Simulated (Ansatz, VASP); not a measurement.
# One calculation of Cd, two programs

Contents of INCAR:

```
SYSTEM = Cd
PREC = Accurate
ENCUT = 520
EDIFF = 1E-8
ISMEAR = -1
SIGMA = 0.05
LREAL = .False.
LASPH = .True.
NELM = 100
ALGO = Normal
ISIF = 2
LWAVE = .False.
LCHARG = .False.
GGA = PS
LEFG = .True.
NBANDS = 19
```

Contents of KPOINTS:

```
Automatic mesh
0
Gamma
  16 16 7
  0 0 0
```

The input POSCAR:

```
Cd
1.0
    2.9588794728      0.0000000000      0.0000000000
   -1.4794397363      2.5624647901      0.0000000000
    0.0000000000      0.0000000000      5.5799465150
Cd
2
Direct
    0.3333333333      0.6666666667      0.2500000000
    0.6666666667      0.3333333333      0.7500000000
```

Input for Ansatz:

```yaml
crystal:
  lattice:
    - [2.9588794728, 0.0, 0.0]
    - [-1.4794397363, 2.5624647901, 0.0]
    - [0.0, 0.0, 5.579946515]
  atoms:
    - { symbol: Cd, position: [0.3333333333, 0.6666666667, 0.25] }
    - { symbol: Cd, position: [0.6666666667, 0.3333333333, 0.75] }
kpoints:
  mp_grid: { grid: [16, 16, 7] }
scf:
  occupations: { method: fermi_dirac, width: 0.05 }
hamiltonian:
  xc: pbesol
  pseudopotentials: { kind: all_electron, datasets: crystal }
output:
  forces: true
  stress: true
  eigenvalues: true
  efg: { contact_densities: true }
```

Change from the starting cell: volume scaled by 0.98, crystal datasets.

Alike in both runs: task electric field gradients; functional PBEsol; k mesh 16 × 16 × 7; occupations fermi-dirac, width 0.05 eV; no spin polarisation.

```csv
,VASP,Ansatz
version,VASP 6.6.1,Ansatz 0.2.0
potentials or method,"VASP PAW PBE potentials, release 64 (Cd), cutoff 520 eV","all-electron PAW with datasets made for the crystal, scalar-relativistic"
```

```csv
,VASP,Ansatz,Ansatz less VASP
pressure (GPa),0.0,-0.4,-0.38
"traceless stress, the component that is largest in VASP (GPa)",-0.50,-0.34,+0.167
size of Vzz on the site where it differs most (V/Å²),82.5,76.9,-5.57
```

VASP's potentials were made for PBE, not for PBEsol. Ansatz ran all-electron here, and VASP with PAW potentials.
